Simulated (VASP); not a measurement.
# I (Fd-3m) in VASP: a series of runs

The runs below take I through relaxation of cell and atoms, with PBE.

Everything below comes from runs of VASP 6.6.1. Logs are shortened: lines on timing, memory, paths and dates and some standing lists are left out, and cuts for length are marked.

## (1) The cell of the first run

Symmetry: Fd-3m, No. 227, cubic system. Conventional cell: a = 6.990 Å, b = 6.990 Å, c = 6.990 Å, α = 90.00°, β = 90.00°, γ = 90.00°. I (site symmetry -43m) has 4 I at 3.03 Å within 4.0 Å.

## (2) Relaxation of cell and atoms, PBE, target pressure 20 GPa, at which the enthalpy is minimised

File INCAR:

```
PREC = Accurate ; ENCUT = 500
EDIFF = 1E-7 ; ISMEAR = 0
SIGMA = 0.05 ; LREAL = False
LASPH = True ; NELM = 120
ALGO = Normal ; ISIF = 3
LWAVE = False ; LCHARG = False
GGA = PE ; IBRION = 2
NSW = 80 ; EDIFFG = -0.01
PSTRESS = 200.0 ; GGA_COMPAT = False
NELMIN = 4
```

File KPOINTS:

```
regular mesh
0
Gamma
  6 6 6
```

File POSCAR:

```
I
1.0
    0.0000000000      3.4950000000      3.4950000000
    3.4950000000      0.0000000000      3.4950000000
    3.4950000000      3.4950000000      0.0000000000
I
2
Direct
    1.0000000000      1.0000000000      1.0000000000
    0.2500000000      0.2500000000      0.2500000000
```

Potentials or basis: VASP PAW PBE potentials, release 64 (I).

Run with:

```sh
> cat potpaw_PBE.64/I/POTCAR > POTCAR
> mpirun -np 1 vasp_std > vasp.out
```

OUTCAR:

```text
PREC = Accurate
   ENCUT = 500
   EDIFF = 1E-7
   ISMEAR = 0
   LREAL = False
   LASPH = True
   NELM = 120
   ISIF = 3
   GGA = PE
   IBRION = 2
   NSW = 80
   EDIFFG = -0.01
   PSTRESS = 200.0
   NELMIN = 4

 ion  position               nearest neighbor table
   1  0.000  0.000  0.000-   2 3.03   2 3.03   2 3.03   2 3.03
   2  0.250  0.250  0.250-   1 3.03   1 3.03   1 3.03   1 3.03

  LATTYP: Found a face centered cubic cell.
 ALAT       =     6.9900000000

  Lattice vectors:

 A1 = (   0.0000000000,   3.4950000000,   3.4950000000)
 A2 = (   3.4950000000,   0.0000000000,   3.4950000000)
 A3 = (   3.4950000000,   3.4950000000,   0.0000000000)

Analysis of symmetry for initial positions (statically):
=====================================================================
 Subroutine PRICEL returns:
 Original cell was already a primitive cell.

 Routine SETGRP: Setting up the symmetry group for a
 face centered cubic supercell.

 Subroutine GETGRP returns: Found 48 space group operations
 (whereof 24 operations were pure point group operations)
 out of a pool of 48 trial point group operations.

The static configuration has the point symmetry T_d .
 The point group associated with its full space group is O_h .

Analysis of symmetry for dynamics (positions and initial velocities):
=====================================================================
 Subroutine PRICEL returns:
 Original cell was already a primitive cell.

 Routine SETGRP: Setting up the symmetry group for a
 face centered cubic supercell.

 Subroutine GETGRP returns: Found 48 space group operations
 (whereof 24 operations were pure point group operations)
 out of a pool of 48 trial point group operations.

The dynamic configuration has the point symmetry T_d .
 The point group associated with its full space group is O_h .

 Subroutine INISYM returns: Found 48 space group operations
 (whereof 24 operations are pure point group operations),
 and found     1 'primitive' translations

----------------------------------------------------------------------------------------

                                     Primitive cell

  volume of cell :      85.3830

  direct lattice vectors                    reciprocal lattice vectors
     0.000000000  3.495000000  3.495000000    -0.143061516  0.143061516  0.143061516
     3.495000000  0.000000000  3.495000000     0.143061516 -0.143061516  0.143061516
     3.495000000  3.495000000  0.000000000     0.143061516  0.143061516 -0.143061516

  length of vectors
     4.942676400  4.942676400  4.942676400     0.247789815  0.247789815  0.247789815

  position of ions in fractional coordinates (direct lattice)
     0.000000000  0.000000000  0.000000000
     0.250000000  0.250000000  0.250000000

  ion indices of the primitive-cell ions
   primitive index   ion index
                 1           1
                 2           2

----------------------------------------------------------------------------------------

 KPOINTS: regular mesh

Automatic generation of k-mesh.
 Grid dimensions read from file:
 generate k-points for:    6    6    6

 Generating k-lattice:

  Cartesian coordinates                     Fractional coordinates (reciprocal lattice)
    -0.023843586  0.023843586  0.023843586     0.166666667  0.000000000  0.000000000
     0.023843586 -0.023843586  0.023843586     0.000000000  0.166666667  0.000000000
     0.023843586  0.023843586 -0.023843586     0.000000000  0.000000000  0.166666667

  Length of vectors
     0.041298303  0.041298303  0.041298303

  Shift w.r.t. Gamma in fractional coordinates (k-lattice)
     0.000000000  0.000000000  0.000000000

 Subroutine IBZKPT returns following result:
 ===========================================

 Found     16 irreducible k-points:

 Following reciprocal coordinates:
            Coordinates               Weight
  0.000000  0.000000  0.000000      1.000000
  0.166667  0.000000  0.000000      8.000000
  0.333333  0.000000  0.000000      8.000000
  0.500000  0.000000  0.000000      4.000000
  0.166667  0.166667  0.000000      6.000000
  0.333333  0.166667  0.000000     24.000000
[... 8 lines left out ...]
 -0.333333  0.333333  0.166667     24.000000
 -0.333333  0.500000  0.166667     12.000000
   k-points           NKPTS =     16   k-points in BZ     NKDIM =     16   number of bands    NBANDS=     11
   number of dos      NEDOS =    301   number of ions     NIONS =      2
   total plane-waves  NPLWV =  46656
   dimension x,y,z NGX =    36 NGY =   36 NGZ =   36
   dimension x,y,z NGXF=    72 NGYF=   72 NGZF=   72
   ions per type =               2
   NGX,Y,Z   is equivalent  to a cutoff of  12.11, 12.11, 12.11 a.u.
   NGXF,Y,Z  is equivalent  to a cutoff of  24.22, 24.22, 24.22 a.u.
 SYSTEM =  unknown system
   PREC   = accura    normal or accurate (medium, high low for compatibility)
   ISTART =      0    job   : 0-new  1-cont  2-samecut
   ICHARG =      2    charge: 1-file 2-atom 10-const
   ISPIN  =      1    spin polarized calculation?
   LNONCOLLINEAR =      F non collinear calculations
   LSORBIT =      F    spin-orbit coupling
   LASPH  =      T    aspherical Exc in radial PAW
   ENCUT  =  500.0 eV  36.75 Ry    6.06 a.u.   9.01  9.01  9.01*2*pi/ulx,y,z
   NELM   =    120;   NELMIN=  4; NELMDL= -5     # of ELM steps
   EDIFF  = 0.1E-06   stopping-criterion for ELM
   LREAL  =      F    real-space projection
   EDIFFG = -.1E-01   stopping-criterion for IOM
   NSW    =     80    number of steps for IOM
   IBRION =      2    ionic relax: 0-MD 1-quasi-New 2-CG
   NFREE  =      1    steps in history (QN), initial steepest desc. (CG)
   ISIF   =      3    stress and relaxation
   ISYM   =      2    0-nonsym 1-usesym 2-fastsym
   POTIM  = 0.5000    time-step for ionic-motion
   TEBEG  =    0.0;   TEEND  =   0.0 temperature during run
   PSTRESS=  200.0 pullay stress
   NELECT =      14.0000    total number of electrons
   NUPDOWN=      -1.0000    fix difference up-down
   EMIN   =  10.00;   EMAX   =-10.00  energy-range for DOS
   EFERMI =   0.00;   METHOD = LEGACY
   ISMEAR =     0;   SIGMA  =   0.05  broadening in eV -4-tet -1-fermi 0-gaus
   EFERMI_NEDOS =   21; number of points for ismear=-14 and -15
   IALGO  =     38    algorithm
   IMIX   =      4    mixing-type and parameters
     AMIX     =   0.40;   BMIX     =  1.00
     AMIX_MAG =   1.60;   BMIX_MAG =  1.00
  volume/ion in A,a.u.               =      42.69       288.10
  Fermi-wavevector in a.u.,A,eV,Ry     =   0.896039  1.693269 10.923930  0.802886
  Thomas-Fermi vector in A             =   2.018447
   LORBIT       =      0    0 simple, 1 ext, 2 COOP (PROOUT), +10 PAW based schemes
   GGA     = PE    functional components
   LHFCALC =     F    Hartree Fock is set to
   AEXX    =    0.0000 exact exchange contribution
   IVDW    =     0    specifies the selected vdW correction
   LEPSILON=     F    determine dielectric tensor
   LRPA    =     F    only Hartree local field effects (RPA)
 conjugate gradient relaxation of ions
 non-spin polarized calculation
 Gauss-broadening in eV      SIGMA  =   0.05
  energy-cutoff  :      500.00
  volume of cell :       85.38
 maximum number of plane-waves:      2200
   NGX = 17   NGY = 17   NGZ = 17

--------------------------------------- Ionic step        1  -------------------------------------------

 number of electron      13.9999998 magnetization

 Free energy of the ion-electron system (eV)
  ---------------------------------------------------
  ext. energy  EPLUGINS =         0.00000000
  ---------------------------------------------------
  free energy    TOTEN  =        -1.23886523 eV

  energy without entropy =       -1.23331811  energy(sigma->0) =       -1.23609167

------------------------ aborting loop because EDIFF is reached ----------------------------------------

  FORCE on cell =-STRESS in cart. coord.  units (eV):
  Direction    XX          YY          ZZ          XY          YZ          ZX
  --------------------------------------------------------------------------------------
  -------------------------------------------------------------------------------------
  Total        4.7672654      4.7672654      4.7672654      0.0000000      0.0000000      0.0000000
  in kB       89.4557740     89.4557740     89.4557740      0.0000000      0.0000000      0.0000000
  external PRESSURE =    -110.5442260 kB  Pullay stress =     200.0000000 kB
[... 23 lines left out ...]
  enthalpy is  TOTEN    =         9.4195086117 eV   P V=       10.6583738455

--------------------------------------- Ionic step        2  -------------------------------------------

 number of electron      14.0000001 magnetization

 E-fermi :   9.8934     XC(G=0):  -9.9298

 val. band max:        9.8766483389   @ k =  -0.3333   0.3333   0.0000
 cond. band min:       9.9262090619   @ k =  -0.3333   0.3333   0.1667
 fundamental gap:      0.0495607230
 Fermi energy:         9.8933910371

 k-point     1 :       0.0000    0.0000    0.0000
  band No.  band energies     occupation
      1      -9.2366      2.00000
      2      -0.0604      2.00000
      3       3.3553      2.00000
      4       3.3553      2.00000
      5       3.3553      2.00000
      6       6.7962      2.00000
      7       6.7962      2.00000
      8       6.7962      2.00000
      9      12.4900      0.00000
     10      14.5745      0.00000
     11      14.5745      0.00000
[... 395 lines left out ...]
  enthalpy is  TOTEN    =         8.8905581029 eV   P V=        8.9599348962

--------------------------------------- Ionic step        7  -------------------------------------------

 number of electron      14.0000000 magnetization

 Free energy of the ion-electron system (eV)
  ---------------------------------------------------
  ext. energy  EPLUGINS =         0.00000000
  ---------------------------------------------------
  free energy    TOTEN  =        -0.05585885 eV

  energy without entropy =       -0.04710798  energy(sigma->0) =       -0.05148341

 E-fermi :   5.8565     XC(G=0):  -8.5410

 val. band max:        5.8240632878   @ k =   0.5000   0.3333   0.1667
 cond. band min:       5.8705543334   @ k =   0.5000   0.3333   0.1667
 fundamental gap:      0.0464910456
 Fermi energy:         5.8565299423

 k-point     1 :       0.0000    0.0000    0.0000
  band No.  band energies     occupation
      1     -10.4752      2.00000
      2      -4.9285      2.00000
      3       0.8755      2.00000
      4       0.8755      2.00000
      5       0.8755      2.00000
      6       3.7134      2.00000
      7       3.7134      2.00000
      8       3.7134      2.00000
      9       9.2236      0.00000
     10      11.3369      0.00000
     11      11.3369      0.00000
[... 237 lines left out ...]
  FREE ENERGIE OF THE ION-ELECTRON SYSTEM (eV)
  ---------------------------------------------------
  free  energy   TOTEN  =        -0.0558588496 eV

  energy  without entropy=       -0.0471079786  energy(sigma->0) =       -0.05148341

  enthalpy is  TOTEN    =         8.8905177806 eV   P V=        8.9463766302

 reached required accuracy - stopping structural energy minimisation
```

It took 61 s on 1 thread of Intel Xeon Platinum 8488C (Sapphire Rapids), shared host; peak memory 0.21 GiB.

Results:

```yaml
Free_energy: -0.0559 eV
Relaxed_volume: 35.83 Å³/atom
Relaxed_cell: a = 4.662 Å, b = 4.662 Å, c = 4.662 Å, α = 60.00°, β = 60.00°, γ = 60.00°
Space_group_after_relaxing_to_0.1_Å: Fd-3m (No. 227)
Energy_change_on_relaxing_the_run_minimises_the_enthalpy: +591.5 meV/atom
Ionic_steps: 7
Pressure_after_relaxing: 20.0 GPa
Band_gap_on_the_k_mesh: zero (bands 7 and 8 overlap by 3.19 eV)
```

Step by step:
```csv
step,energy change (eV),largest force (eV/Å),pressure (GPa),volume (Å³)
1,0.0000,0.0000,8.95,85.38
2,5.0112,0.0000,55.84,53.91
3,1.0710,0.0000,19.00,72.59
4,1.1611,0.0000,19.81,71.84
5,1.1929,0.0000,20.09,71.59
6,1.1695,0.0000,19.88,71.78
7,1.1830,0.0000,20.00,71.67
```

Final structure:
```
CELL_PARAMETERS angstrom
0.00000 3.29685 3.29685
3.29685 0.00000 3.29685
3.29685 3.29685 0.00000
ATOMIC_POSITIONS crystal
I 0.00000 0.00000 0.00000
I 0.25000 0.25000 0.25000
```

Caveat: the cell is relaxed towards a set pressure, so the run minimises the enthalpy, not the energy; the volume moved by over 15 % at a fixed basis, so the end points are rough; spin-orbit coupling is left out, which moves the levels of the heavy elements.

## (3) Relaxation of cell and atoms, PBE, target pressure 40 GPa, at which the enthalpy is minimised

File INCAR:

```
ALGO = Normal ; EDIFF = 1E-7
EDIFFG = -0.01 ; ENCUT = 500
GGA = PE ; GGA_COMPAT = F
IBRION = 2 ; ISIF = 3
ISMEAR = 0 ; LASPH = T
LCHARG = F ; LREAL = F
LWAVE = F ; NELM = 120
NELMIN = 4 ; NSW = 80
PREC = Accurate ; PSTRESS = 400.0
SIGMA = 0.05
```

File KPOINTS:

```
k-points
0
Gamma
  6 6 6
```

POSCAR is that of step 2.

Potentials or basis: VASP PAW PBE potentials, release 64 (I).

Run with:

```sh
> cat potpaw_PBE.64/I/POTCAR > POTCAR
> mpirun -np 1 vasp_std > vasp.out
```

OUTCAR:

```text
EDIFF = 1E-7
   EDIFFG = -0.01
   ENCUT = 500
   GGA = PE
   IBRION = 2
   ISIF = 3
   ISMEAR = 0
   LASPH = T
   LREAL = F
   NELM = 120
   NELMIN = 4
   NSW = 80
   PREC = Accurate
   PSTRESS = 400.0

 ion  position               nearest neighbor table
   1  0.000  0.000  0.000-   2 3.03   2 3.03   2 3.03   2 3.03
   2  0.250  0.250  0.250-   1 3.03   1 3.03   1 3.03   1 3.03

  LATTYP: Found a face centered cubic cell.
 ALAT       =     6.9900000000

  Lattice vectors:

 A1 = (   0.0000000000,   3.4950000000,   3.4950000000)
 A2 = (   3.4950000000,   0.0000000000,   3.4950000000)
 A3 = (   3.4950000000,   3.4950000000,   0.0000000000)

Analysis of symmetry for initial positions (statically):
=====================================================================
 Subroutine PRICEL returns:
 Original cell was already a primitive cell.

 Routine SETGRP: Setting up the symmetry group for a
 face centered cubic supercell.

 Subroutine GETGRP returns: Found 48 space group operations
 (whereof 24 operations were pure point group operations)
 out of a pool of 48 trial point group operations.

The static configuration has the point symmetry T_d .
[... 133 lines left out ...]
   AEXX    =    0.0000 exact exchange contribution
   IVDW    =     0    specifies the selected vdW correction
   LEPSILON=     F    determine dielectric tensor
   LRPA    =     F    only Hartree local field effects (RPA)
 conjugate gradient relaxation of ions
 non-spin polarized calculation
 Gauss-broadening in eV      SIGMA  =   0.05
  energy-cutoff  :      500.00
  volume of cell :       85.38
 maximum number of plane-waves:      2200
   NGX = 17   NGY = 17   NGZ = 17

--------------------------------------- Ionic step        1  -------------------------------------------

 number of electron      13.9999998 magnetization

 Free energy of the ion-electron system (eV)
  ---------------------------------------------------
  ext. energy  EPLUGINS =         0.00000000
  ---------------------------------------------------
  free energy    TOTEN  =        -1.23886523 eV

  energy without entropy =       -1.23331811  energy(sigma->0) =       -1.23609167

------------------------ aborting loop because EDIFF is reached ----------------------------------------

  FORCE on cell =-STRESS in cart. coord.  units (eV):
  Direction    XX          YY          ZZ          XY          YZ          ZX
  --------------------------------------------------------------------------------------
  -------------------------------------------------------------------------------------
  Total        4.7672654      4.7672654      4.7672654      0.0000000      0.0000000      0.0000000
  in kB       89.4557740     89.4557740     89.4557740      0.0000000      0.0000000      0.0000000
  external PRESSURE =    -310.5442260 kB  Pullay stress =     400.0000000 kB
[... 753 lines left out ...]
--------------------------------------- Ionic step        9  -------------------------------------------

 number of electron      14.0000001 magnetization

 Free energy of the ion-electron system (eV)
  ---------------------------------------------------
  ext. energy  EPLUGINS =         0.00000000
  ---------------------------------------------------
  free energy    TOTEN  =         2.12979851 eV

  energy without entropy =        2.13441092  energy(sigma->0) =        2.13210472

 E-fermi :   8.4082     XC(G=0):  -9.4448

 val. band max:        8.4061742275   @ k =  -0.3333   0.3333   0.1667
 cond. band min:       8.4876151145   @ k =   0.5000   0.3333   0.1667
 fundamental gap:      0.0814408870
 Fermi energy:         8.4082142687
[... 255 lines left out ...]
  energy  without entropy=        2.1344109212  energy(sigma->0) =        2.13210472

  enthalpy is  TOTEN    =        16.9728222532 eV   P V=       14.8430237396

 reached required accuracy - stopping structural energy minimisation
```

It took 92 s on 1 thread of Intel Xeon Platinum 8488C (Sapphire Rapids), shared host; peak memory 0.23 GiB.

Results:

```
Free energy                                                : 2.1298 eV
Relaxed volume                                             : 29.73 Å³/atom
Relaxed cell                                               : a = 4.381 Å, b = 4.381 Å, c = 4.381 Å, α = 60.00°, β = 60.00°, γ = 60.00°
Space group after relaxing (to 0.1 Å)                      : Fd-3m (No. 227)
Energy change on relaxing (the run minimises the enthalpy) : +1684.3 meV/atom
Ionic steps                                                : 9
Pressure after relaxing                                    : 40.0 GPa
Band gap on the k mesh                                     : zero (bands 7 and 8 overlap by 4.32 eV)
```

Step by step:
| step | energy change (eV) | largest force (eV/Å) | pressure (GPa) | volume (Å³) |
| --- | --- | --- | --- | --- |
| 1 | 0.0000 | 0.0000 | 8.95 | 85.38 |
| 2 | 84.4074 | 0.0000 | 1559.07 | 18.52 |
| 3 | 0.6203 | 0.0000 | 14.86 | 76.87 |
| 4 | 1.2158 | 0.0000 | 20.30 | 71.41 |
| 5 | 3.5724 | 0.0000 | 41.97 | 58.66 |
| 6 | 3.3405 | 0.0000 | 39.73 | 59.57 |
| 7 | 3.4548 | 0.0000 | 40.83 | 59.11 |
| 8 | 3.1753 | 0.0000 | 38.14 | 60.25 |
| 9 | 3.3687 | 0.0000 | 40.00 | 59.45 |

Final structure:
```xyz
2
Lattice="0.0000 3.0978 3.0978 3.0978 0.0000 3.0978 3.0978 3.0978 0.0000" Properties=species:S:1:pos:R:3 pbc="T T T"
I     0.0000    0.0000    0.0000
I     1.5489    1.5489    1.5489
```

Caveat: the cell is relaxed towards a set pressure, so the run minimises the enthalpy, not the energy; the volume moved by over 15 % at a fixed basis, so the end points are rough; spin-orbit coupling is left out, which moves the levels of the heavy elements.
